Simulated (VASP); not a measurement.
Runs of VASP 6.6.1 on GaAs. The structure is that of space group Pm-3m (No. 221), or close to it. The cells are those of the table. 

```csv
cell,k mesh,smearing,gap on the mesh (eV),pressure (GPa)
"a = 3.273 Å, 2 atoms",6 × 6 × 6,gaussian 0.05 eV,none,2.8
"a = 3.177 Å, 2 atoms",6 × 6 × 6,gaussian 0.05 eV,none,11.4
"a = 3.310 Å, 2 atoms",6 × 6 × 6,gaussian 0.05 eV,none,0.0
"a = 3.340 Å, 2 atoms",12 × 12 × 12,fermi-dirac 0.15 eV,none,(a)
```

Alike in all rows: task single point; level PBEsol; potentials or basis VASP PAW PBE potentials, release 64 (Ga_d, As); no spin polarisation; cutoff (eV) 500.

**Question.** Fill in the values left out.

**Answer.** (a) -1.7.

Caveats: the PAW data sets were made with another functional, which shifts forces and pressure a little.

A k mesh can miss the band edges, and the runs leave out spin-orbit coupling on As, Ga.

A gap of «none» marks levels without a gap at the run's occupations.
